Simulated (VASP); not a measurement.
A run of VASP 6.6.1 is set up as follows.

INCAR

```
SYSTEM = CuPd
PREC = Accurate
ENCUT = 600
EDIFF = 1E-6
ISMEAR = -1
SIGMA = 0.1
LREAL = .FALSE.
LASPH = .TRUE.
NELM = 100
ALGO = Normal
ISIF = 3
LWAVE = .FALSE.
LCHARG = .FALSE.
GGA = PS
IBRION = 2
NSW = 80
EDIFFG = -0.02
```

KPOINTS

```
regular mesh
0
G
  9 9 9
  0 0 0
```

File POSCAR:

```
CuPd
1.0
    1.3545766000      0.7820651700      4.2189548000
   -1.3545766000      0.7820651700      4.2189548000
    0.0000000000     -1.5641303300      4.2189548000
Cu Pd
1 1
Direct
    0.0000000000      0.0000000000      0.0000000000
    0.5000000000      0.5000000000      0.5000000000
```

Potentials or basis: VASP PAW PBE potentials, release 64 (Cu, Pd).

The run is started by

```sh
$ cat potpaw_PBE.64/Cu/POTCAR potpaw_PBE.64/Pd/POTCAR > POTCAR
$ mpirun -np 1 vasp_std > vasp.out
```

Problem. What does it give for the relaxed volume?

Solution. 13.10 Å³/atom.

Problem. Estimate the relaxed cell.

Solution. a = 4.499 Å, b = 4.499 Å, c = 4.499 Å, α = 34.60°, β = 34.60°, γ = 34.60°.

Problem. Estimate the space group after relaxing (to 0.05 Å).

Solution. R-3m (No. 166).

Step by step:
```tsv
step	energy change (eV)	largest force (eV/Å)	pressure (GPa)	volume (Å³)
1	0.0000	0.0000	-4.06	26.82
2	0.0021	0.0000	5.40	25.52
3	-0.0084	0.0000	0.11	26.19
4	-0.0084	0.0000	0.23	26.18
5	-0.0092	0.0000	0.16	26.19
6	-0.0093	0.0000	0.05	26.19
```

Caveat: the PAW data sets were made with another functional, which shifts forces and pressure a little.
